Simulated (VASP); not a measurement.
# PbS (R3m) in VASP: a series of runs, part 2 of 2

VASP 6.6.1. Earlier steps stand in the parts before.

**3. Single point, r2SCAN**

This run uses another cell than the first one, of 27.75 Å³/atom.

File POSCAR:

```
PbS
1.0
    2.1404630743      1.2357969321      3.4973414117
   -2.1404630743      1.2357969321      3.4973414117
    0.0000000000     -2.4715938643      3.4973414117
Pb S
1 1
Direct
    0.9805657800      0.9805657800      0.9805657800
    0.4750355500      0.4750355500      0.4750355500
```

File INCAR.step1:

```
PREC = Accurate
ENCUT = 520
ISMEAR = -1
SIGMA = 0.05
LREAL = False
LASPH = True
NELM = 100
NBANDS = 17
GGA = PE
ALGO = Normal
EDIFF = 1E-4
LWAVE = True
LCHARG = False
```

File INCAR.step2:

```
PREC = Accurate
ENCUT = 520
EDIFF = 1E-6
ISMEAR = -1
SIGMA = 0.05
LREAL = False
LASPH = True
NELM = 100
ALGO = Normal
ISIF = 2
LWAVE = False
LCHARG = False
METAGGA = R2SCAN
LMIXTAU = True
NBANDS = 17
ISTART = 1
```

File KPOINTS:

```
Automatic mesh
0
Gamma
  8 8 8
```

Potentials or basis: VASP PAW PBE potentials, release 64 (Pb_d, S).

The run is started by

```sh
> cat potpaw_PBE.64/Pb_d/POTCAR potpaw_PBE.64/S/POTCAR > POTCAR
> cp INCAR.step1 INCAR
> mpirun -np 1 vasp_std > vasp.out
> cp INCAR.step2 INCAR
> mpirun -np 1 vasp_std > vasp.out
```

OUTCAR:

```text
PREC = Accurate
   ENCUT = 520
   EDIFF = 1E-6
   ISMEAR = -1
   LREAL = False
   LASPH = True
   NELM = 100
   ISIF = 2
   METAGGA = R2SCAN
   ISTART = 1

 ion  position               nearest neighbor table
   1  0.981  0.981  0.981-   2 2.99   2 2.99   2 2.99   2 3.06   2 3.06   2 3.06
   2  0.475  0.475  0.475-   1 2.99   1 2.99   1 2.99   1 3.06   1 3.06   1 3.06

  LATTYP: Found a trigonal (rhomboedric) cell.
 ALAT       =     4.2825428404
 COS(alpha) =     0.5003774362

  Lattice vectors:

 A1 = (   2.1404630743,   1.2357969321,   3.4973414117)
 A2 = (  -2.1404630743,   1.2357969321,   3.4973414117)
 A3 = (   0.0000000000,  -2.4715938643,   3.4973414117)

Analysis of symmetry for initial positions (statically):
=====================================================================
 Subroutine PRICEL returns:
 Original cell was already a primitive cell.

 Routine SETGRP: Setting up the symmetry group for a
 trigonal (rhombohedral) supercell.

 Subroutine GETGRP returns: Found  6 space group operations
 (whereof  6 operations were pure point group operations)
 out of a pool of 12 trial point group operations.

The static configuration has the point symmetry C_3v.

Analysis of symmetry for dynamics (positions and initial velocities):
=====================================================================
 Subroutine PRICEL returns:
 Original cell was already a primitive cell.

 Routine SETGRP: Setting up the symmetry group for a
 trigonal (rhombohedral) supercell.

 Subroutine GETGRP returns: Found  6 space group operations
 (whereof  6 operations were pure point group operations)
 out of a pool of 12 trial point group operations.

[... 111 lines left out ...]
   NELECT =      20.0000    total number of electrons
   NUPDOWN=      -1.0000    fix difference up-down
   EMIN   =  10.00;   EMAX   =-10.00  energy-range for DOS
   EFERMI =   0.00;   METHOD = LEGACY
   ISMEAR =    -1;   SIGMA  =   0.05  broadening in eV -4-tet -1-fermi 0-gaus
   EFERMI_NEDOS =   21; number of points for ismear=-14 and -15
   IALGO  =     38    algorithm
   IMIX   =      4    mixing-type and parameters
     AMIX     =   0.40;   BMIX     =  1.00
     AMIX_MAG =   1.60;   BMIX_MAG =  1.00
  volume/ion in A,a.u.               =      27.75       187.29
  Fermi-wavevector in a.u.,A,eV,Ry     =   1.164940  2.201417 18.464256  1.357085
  Thomas-Fermi vector in A             =   2.301472
   LORBIT       =      0    0 simple, 1 ext, 2 COOP (PROOUT), +10 PAW based schemes
   METAGGA = R2SCAN    functional components
   LHFCALC =     F    Hartree Fock is set to
   AEXX    =    0.0000 exact exchange contribution
   IVDW    =     0    specifies the selected vdW correction
   LEPSILON=     F    determine dielectric tensor
   LRPA    =     F    only Hartree local field effects (RPA)
 non-spin polarized calculation
  energy-cutoff  :      520.00
  volume of cell :       55.51
 maximum number of plane-waves:      1524
   NGX = 15   NGY = 15   NGZ = 15

 number of electron      19.9999998 magnetization

 Free energy of the ion-electron system (eV)
  ---------------------------------------------------
  ext. energy  EPLUGINS =         0.00000000
  ---------------------------------------------------
  free energy    TOTEN  =       -65.59788577 eV

  energy without entropy =      -65.59788292  energy(sigma->0) =      -65.59788435

 E-fermi :   5.2580     XC(G=0):  -9.9442

 val. band max:        4.8333351169   @ k =   0.5000   0.0000   0.0000
 cond. band min:       5.6826192436   @ k =   0.5000   0.0000   0.0000
 fundamental gap:      0.8492841267
 Fermi energy:         5.2579730913

 k-point     1 :       0.0000    0.0000    0.0000
  band No.  band energies     occupation
      1     -12.4599      2.00000
      2     -12.4594      2.00000
      3     -12.4594      2.00000
      4     -12.4420      2.00000
      5     -12.4420      2.00000
      6      -8.7591      2.00000
[... 457 lines left out ...]
      4     -12.4390      2.00000
      5     -12.4301      2.00000
      6      -8.0644      2.00000
[... 9 lines left out ...]
     16      15.0345      0.00000
     17      16.1215      0.00000

 [... further k-points ...]

------------------------ aborting loop because EDIFF is reached ----------------------------------------

  FORCE on cell =-STRESS in cart. coord.  units (eV):
  Direction    XX          YY          ZZ          XY          YZ          ZX
  --------------------------------------------------------------------------------------
  -------------------------------------------------------------------------------------
  Total       -0.7405221     -0.7405221     -0.7300014      0.0000000      0.0000000      0.0000000
  in kB      -21.3749192    -21.3749192    -21.0712415      0.0000000      0.0000000      0.0000000
  external PRESSURE =     -21.2736933 kB  Pullay stress =       0.0000000 kB

 VOLUME and BASIS-vectors are now :
 -----------------------------------------------------------------------------
  energy-cutoff  :      520.00
  volume of cell :       55.51
      direct lattice vectors                 reciprocal lattice vectors
     2.140463074  1.235796932  3.497341412     0.233594312  0.134865739  0.095310493
    -2.140463074  1.235796932  3.497341412    -0.233594312  0.134865739  0.095310493
     0.000000000 -2.471593864  3.497341412     0.000000000 -0.269731478  0.095310493

 POSITION                                       TOTAL-FORCE (eV/Angst)
 -----------------------------------------------------------------------------------
      0.00000     -0.00000     10.28812         0.000000     -0.000000      0.009409
      0.00000     -0.00000      4.98408         0.000000      0.000000     -0.009409
 -----------------------------------------------------------------------------------
    total drift:                                0.000000      0.000000     -0.000037

  FREE ENERGIE OF THE ION-ELECTRON SYSTEM (eV)
  ---------------------------------------------------
  free  energy   TOTEN  =       -65.5978857727 eV

  energy  without entropy=      -65.5978829183  energy(sigma->0) =      -65.59788435
```

OUTCAR.step1:

```text
PREC = Accurate
   ENCUT = 520
   ISMEAR = -1
   LREAL = False
   LASPH = True
[... 701 lines left out ...]
      0.00000     -0.00000     10.28812         0.000000     -0.000000      0.001026
      0.00000     -0.00000      4.98408         0.000000      0.000000     -0.001026
 -----------------------------------------------------------------------------------
    total drift:                                0.000000      0.000000     -0.000413

  FREE ENERGIE OF THE ION-ELECTRON SYSTEM (eV)
  ---------------------------------------------------
  free  energy   TOTEN  =        -8.7652554173 eV

  energy  without entropy=       -8.7652268764  energy(sigma->0) =       -8.76524115
```

OSZICAR.step1:

```text
N       E                     dE             d eps       ncg     rms          rms(c)
DAV:   1     0.156028097202E+03    0.15603E+03   -0.93629E+03  2210   0.127E+03
DAV:   2     0.350222582282E+01   -0.15253E+03   -0.14690E+03  2360   0.313E+02
DAV:   3    -0.897281446464E+01   -0.12475E+02   -0.12393E+02  2876   0.926E+01
DAV:   4    -0.929276505851E+01   -0.31995E+00   -0.31965E+00  2790   0.164E+01
DAV:   5    -0.930465057487E+01   -0.11886E-01   -0.11885E-01  3343   0.313E+00    0.424E+00
DAV:   6    -0.875909318563E+01    0.54556E+00   -0.16138E+00  3359   0.805E+00    0.297E+00
DAV:   7    -0.876181438381E+01   -0.27212E-02   -0.15249E-01  2619   0.189E+00    0.179E+00
DAV:   8    -0.876584385634E+01   -0.40295E-02   -0.19947E-02  2619   0.144E+00    0.393E-01
DAV:   9    -0.876499362441E+01    0.85023E-03   -0.47415E-03  3438   0.549E-01    0.104E-01
DAV:  10    -0.876525196254E+01   -0.25834E-03   -0.47079E-04  2501   0.120E-01    0.805E-02
DAV:  11    -0.876525541734E+01   -0.34548E-05   -0.54663E-05  2278   0.822E-02
   1 F= -.87652554E+01 E0= -.87652411E+01  d E =-.285409E-04
```

Wall time 2.6 min (1 thread of Intel Xeon 8259CL, shared host); peak memory 0.22 GiB.

Results:

| Property | Result |
| --- | --- |
| Free energy | -65.5979 eV |
| Pressure | -2.1 GPa |
| Largest force | 0.009 eV/Å |
| Band gap on the k mesh | 0.85 eV |

Forces in eV/Å, atoms in the order of the input:
```
Pb   0.000  0.000  0.009
S    0.000  0.000 -0.009
```

Caveat: the PAW data sets were made with another functional, which shifts forces and pressure a little; spin-orbit coupling is left out, which moves the levels of the heavy elements.

**4. Single point, r2SCAN**

This run uses another cell than the first one, of 28.29 Å³/atom.

File POSCAR:

```
PbS
1.0
    2.1540969647      1.2436684624      3.5196180723
   -2.1540969647      1.2436684624      3.5196180723
    0.0000000000     -2.4873369248      3.5196180723
Pb S
1 1
Direct
    0.9805657800      0.9805657800      0.9805657800
    0.4750355500      0.4750355500      0.4750355500
```

Edit INCAR.step1 of step 3 so:

```diff
@@ -6,3 +6,3 @@
 LASPH = True
-NELM = 100
+NELM = 80
 NBANDS = 17
```

File INCAR.step2:

```
PREC = Accurate
ENCUT = 520
EDIFF = 1E-6
ISMEAR = -1
SIGMA = 0.05
LREAL = False
LASPH = True
NELM = 80
ALGO = Normal
ISIF = 2
LWAVE = False
LCHARG = True
METAGGA = R2SCAN
LMIXTAU = True
LELF = True
LVHAR = True
NBANDS = 17
ISTART = 1
```

KPOINTS is that of step 3.

Potentials or basis: VASP PAW PBE potentials, release 64 (Pb_d, S).

The run is started by

```sh
> cat potpaw_PBE.64/Pb_d/POTCAR potpaw_PBE.64/S/POTCAR > POTCAR
> cp INCAR.step1 INCAR
> mpirun -np 1 vasp_std > vasp.out
> cp INCAR.step2 INCAR
> mpirun -np 1 vasp_std > vasp.out
```

OUTCAR:

```text
PREC = Accurate
   ENCUT = 520
   EDIFF = 1E-6
   ISMEAR = -1
   LREAL = False
   LASPH = True
   NELM = 80
   ISIF = 2
   METAGGA = R2SCAN
   ISTART = 1

 ion  position               nearest neighbor table
   1  0.981  0.981  0.981-   2 3.01   2 3.01   2 3.01   2 3.08   2 3.08   2 3.08
   2  0.475  0.475  0.475-   1 3.01   1 3.01   1 3.01   1 3.08   1 3.08   1 3.08

  LATTYP: Found a trigonal (rhomboedric) cell.
 ALAT       =     4.3098209189
 COS(alpha) =     0.5003774362

[... 667 lines left out ...]

------------------------ aborting loop because EDIFF is reached ----------------------------------------

  FORCE on cell =-STRESS in cart. coord.  units (eV):
  Direction    XX          YY          ZZ          XY          YZ          ZX
  --------------------------------------------------------------------------------------
  -------------------------------------------------------------------------------------
  Total       -1.0670009     -1.0670009     -1.0553467     -0.0000000      0.0000000      0.0000000
  in kB      -30.2175129    -30.2175129    -29.8874660     -0.0000000      0.0000000      0.0000000
  external PRESSURE =     -30.1074973 kB  Pullay stress =       0.0000000 kB

 VOLUME and BASIS-vectors are now :
 -----------------------------------------------------------------------------
  energy-cutoff  :      520.00
  volume of cell :       56.57
      direct lattice vectors                 reciprocal lattice vectors
     2.154096965  1.243668462  3.519618072     0.232115828  0.134012136  0.094707246
    -2.154096965  1.243668462  3.519618072    -0.232115828  0.134012136  0.094707246
     0.000000000 -2.487336925  3.519618072     0.000000000 -0.268024271  0.094707246

 POSITION                                       TOTAL-FORCE (eV/Angst)
 -----------------------------------------------------------------------------------
      0.00000      0.00000     10.35365         0.000000     -0.000000      0.019343
      0.00000      0.00000      5.01583         0.000000      0.000000     -0.019343
 -----------------------------------------------------------------------------------
    total drift:                                0.000000      0.000000     -0.000065

  FREE ENERGIE OF THE ION-ELECTRON SYSTEM (eV)
  ---------------------------------------------------
  free  energy   TOTEN  =       -65.5811499255 eV

  energy  without entropy=      -65.5811482142  energy(sigma->0) =      -65.58114907
```

OSZICAR.step1:

```text
N       E                     dE             d eps       ncg     rms          rms(c)
DAV:   1     0.155437240032E+03    0.15544E+03   -0.94310E+03  2218   0.126E+03
DAV:   2     0.345374076477E+01   -0.15198E+03   -0.14653E+03  2368   0.310E+02
DAV:   3    -0.898991085127E+01   -0.12444E+02   -0.12356E+02  2805   0.926E+01
DAV:   4    -0.930231185101E+01   -0.31240E+00   -0.31210E+00  2871   0.163E+01
DAV:   5    -0.931392959807E+01   -0.11618E-01   -0.11617E-01  3196   0.308E+00    0.415E+00
DAV:   6    -0.874855200486E+01    0.56538E+00   -0.17010E+00  3369   0.807E+00    0.289E+00
DAV:   7    -0.875135081748E+01   -0.27988E-02   -0.14813E-01  2625   0.186E+00    0.176E+00
DAV:   8    -0.875537490584E+01   -0.40241E-02   -0.19990E-02  2563   0.143E+00    0.427E-01
DAV:   9    -0.875451553062E+01    0.85938E-03   -0.44515E-03  3423   0.524E-01    0.117E-01
DAV:  10    -0.875480249551E+01   -0.28696E-03   -0.47887E-04  2481   0.122E-01    0.927E-02
DAV:  11    -0.875480255102E+01   -0.55510E-07   -0.53854E-05  2256   0.821E-02
   1 F= -.87548026E+01 E0= -.87547935E+01  d E =-.180113E-04
```

It took 2.5 min on 1 thread of Intel Xeon 8259CL, shared host; peak memory 0.22 GiB.

What came out:

```
Free energy            : -65.5811 eV
Pressure               : -3.0 GPa
Largest force          : 0.019 eV/Å
Band gap on the k mesh : 0.91 eV
```

Forces in eV/Å, atoms in the order of the input:
```
Pb   0.000  0.000  0.019
S    0.000  0.000 -0.019
```

Levels at points of the mesh, in eV from the valence-band top:
```
           k point  band 8  band 9  band 10  band 11  band 12  band 13
(0.00, 0.00, 0.00)   -1.84   -1.84    -1.84     5.36     5.39     5.39
(0.50, 0.00, 0.00)   -1.51   -1.50     0.00     0.91     2.44     2.45
(0.50, 0.50, 0.00)   -4.60   -3.00    -2.99     4.54     5.80     5.86
(0.50, 0.50, 0.50)   -1.50   -1.50    -0.01     0.92     2.44     2.44
```

Caveat: the cell stands under tension; the PAW data sets were made with another functional, which shifts forces and pressure a little; spin-orbit coupling is left out, which moves the levels of the heavy elements. A k mesh can miss the band edges.

**5. Single point, LDA**

This run uses another cell than the first one, of 25.08 Å³/atom.

File INCAR:

```
SYSTEM = PbS
ALGO = Normal
EDIFF = 1E-6
ENCUT = 520
GGA = CA
ISIF = 2
ISMEAR = -1
LASPH = .True.
LCHARG = .False.
LREAL = .False.
LWAVE = .False.
NBANDS = 17
NELM = 100
PREC = Accurate
SIGMA = 0.05
```

File KPOINTS:

```
k-points
0
Gamma
  8 8 8
  0 0 0
```

File POSCAR:

```
PbS
1.0
    2.0695340594      1.1948460463      3.3814492087
   -2.0695340594      1.1948460463      3.3814492087
    0.0000000000     -2.3896920926      3.3814492087
Pb S
1 1
Direct
    0.9805657800      0.9805657800      0.9805657800
    0.4750355500      0.4750355500      0.4750355500
```

Potentials or basis: VASP PAW LDA potentials, release 64 (Pb_d, S).

The run is started by

```sh
> cat potpaw_LDA.64/Pb_d/POTCAR potpaw_LDA.64/S/POTCAR > POTCAR
> mpirun -np 1 vasp_std > vasp.out
```

Wall time 69 s (1 thread of AMD EPYC 7R13, shared host); peak memory 0.16 GiB.

Results (log left out):

```
Free energy            : -9.9990 eV
Pressure               : -0.3 GPa
Largest force          : 0.030 eV/Å
Band gap on the k mesh : 0.12 eV
```

Forces on the atoms (eV/Å):
```
Pb   0.000  0.000 -0.030
S    0.000  0.000  0.030
```

Levels at points of the mesh, in eV from the valence-band top:
```
           k point  band 7  band 8  band 9  band 10  band 11  band 12  band 13  band 14
(0.00, 0.00, 0.00)   -6.03   -2.38   -2.38    -2.38     5.12     5.15     5.15     6.54
(0.50, 0.00, 0.00)   -9.19   -1.96   -1.95     0.00     0.12     1.73     1.74     8.49
(0.50, 0.50, 0.00)   -7.37   -5.61   -3.75    -3.74     3.51     5.57     5.69     5.71
(0.50, 0.50, 0.50)   -9.18   -1.95   -1.95    -0.09     0.20     1.73     1.73     8.49
```

Caveat: spin-orbit coupling is left out, which moves the levels of the heavy elements. A k mesh can miss the band edges.

**6. Overview**

| level | potentials or basis | cell | gap on the mesh (eV) | pressure (GPa) | largest force (eV/Å) |
| --- | --- | --- | --- | --- | --- |
| r2SCAN | VASP PAW PBE potentials, release 64 (Pb_d, S) | a = 4.255 Å, angles 60.0°, 2 atoms | 0.79 | -1.1 | - |
| r2SCAN | VASP PAW PBE potentials, release 64 (Pb_d, S) | a = 4.283 Å, angles 60.0°, 2 atoms | 0.85 | -2.1 | 0.01 |
| r2SCAN | VASP PAW PBE potentials, release 64 (Pb_d, S) | a = 4.310 Å, angles 60.0°, 2 atoms | 0.91 | -3.0 | 0.02 |
| LDA | VASP PAW LDA potentials, release 64 (Pb_d, S) | a = 4.141 Å, angles 60.0°, 2 atoms | 0.12 | -0.3 | 0.03 |

Alike in all rows: task single point; no spin polarisation; k mesh 8 × 8 × 8; cutoff (eV) 520; smearing fermi-dirac 0.05 eV.

Caveats: spin-orbit coupling is left out, which moves the levels of the heavy elements; the PAW data sets were made with another functional, which shifts forces and pressure a little (at least some runs); the cell stands under tension (at least some runs).

Absolute energies hang on the potentials; compare differences alone.
